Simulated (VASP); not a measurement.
Write the native input for VASP 6.6.1 that does the following.

```
Task                   : single point
Functional             : r2SCAN
Potentials or basis    : VASP PAW PBE potentials, release 64 (W_sv, S)
Cutoff                 : 520 eV
k mesh                 : 12 × 12 × 12
Occupations            : gaussian, width 0.05 eV
Spin                   : no spin polarisation
Dipole correction      : no
Further INCAR settings : ALGO = Normal; EDIFF = 1e-06; NBANDS = 20
```

WS2:

```
W S
1.0
     1.62637    0.93899    6.16333
    -1.62637    0.93899    6.16333
     0.00000   -1.87797    6.16333
W S
1 2
Direct
  0.00000 0.00000 0.00000
  0.75030 0.75030 0.75030
  0.58100 0.58100 0.58100
```

This cell differs from its parent crystal: strain +0.030 along x and y, +0.000 along z.

The input as run:

POSCAR

```
WS2
1.0
    1.6263703958      0.9389853858      6.1633300000
   -1.6263703958      0.9389853858      6.1633300000
    0.0000000000     -1.8779707716      6.1633300000
W S
1 2
Direct
    0.0000000000      0.0000000000      0.0000000000
    0.7503000000      0.7503000000      0.7503000000
    0.5810000000      0.5810000000      0.5810000000
```

INCAR.step1

```
PREC = Accurate
ENCUT = 520
ISMEAR = 0
SIGMA = 0.05
LREAL = False
LASPH = True
NELM = 60
NBANDS = 20
GGA = PE
ALGO = Normal
EDIFF = 1E-4
LWAVE = True
LCHARG = False
```

INCAR.step2

```
PREC = Accurate
ENCUT = 520
EDIFF = 1E-6
ISMEAR = 0
SIGMA = 0.05
LREAL = False
LASPH = True
NELM = 60
ALGO = Normal
ISIF = 2
LWAVE = False
LCHARG = True
METAGGA = R2SCAN
LMIXTAU = True
LELF = True
LVHAR = True
NBANDS = 20
ISTART = 1
```

KPOINTS

```
Automatic mesh
0
Gamma
  12 12 12
```

Potentials or basis: VASP PAW PBE potentials, release 64 (W_sv, S).

The run is started by

```sh
$ cat potpaw_PBE.64/W_sv/POTCAR potpaw_PBE.64/S/POTCAR > POTCAR
$ cp INCAR.step1 INCAR
$ mpirun -np 1 vasp_std > vasp.out
$ cp INCAR.step2 INCAR
$ mpirun -np 1 vasp_std > vasp.out
```

Results of the run:

```yaml
Pressure: -6.3 GPa
Largest_force: 0.907 eV/Å
Band_gap_on_the_k_mesh: 0.90 eV, indirect (least direct gap 1.70 eV)
```

Caveat: the cell differs from its parent crystal (strain +0.030 along x and y, +0.000 along z); the PAW data sets were made with another functional, which shifts forces and pressure a little; spin-orbit coupling is left out, which moves the levels of the heavy elements.

It took 26 min on 1 thread of Intel(R) Xeon(R) Platinum 8259CL CPU @ 2.50GHz (Skylake/Cascade Lake) (shared host), peak memory 0.48 GiB.
